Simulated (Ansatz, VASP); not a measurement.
# Si4O: VASP beside Ansatz

```
Si O
1.0
     4.17510    0.00000    0.00000
     0.00000    4.17510    0.00000
     0.00000    0.00000    4.17510
Si O
4 1
Cartesian
  0.0000 0.0000 0.0000
  2.0876 2.0876 0.0000
  2.0876 0.0000 2.0876
  0.0000 2.0876 2.0876
  2.0876 2.0876 2.0876
```

Change from the starting cell: species swapped into the Ni4N type (Pm-3m, No. 221).

Alike in both runs: functional PBE; k mesh 10 × 10 × 10; occupations gaussian, width 0.1 eV; no spin polarisation.

Ansatz relaxed the structure, and its values are those at the end. VASP's run is a single point on that final structure, the one shown.

|  | VASP | Ansatz |
| --- | --- | --- |
| version | VASP 6.6.1 | Ansatz 0.2.0 |
| potentials or method | VASP PAW PBE potentials, release 64 (Si, O), cutoff 520 eV | scalar-relativistic, plane waves, PAW |
| valence electrons in the cell | 22 | 22 |

|  | VASP | Ansatz | Ansatz less VASP |
| --- | --- | --- | --- |
| gap on the k mesh at the Fermi level (eV) | none | none | - |
| pressure (GPa) | 0.1 | 0.0 | -0.07 |

A gap of «none» marks a metal or a gap that the smearing closes.
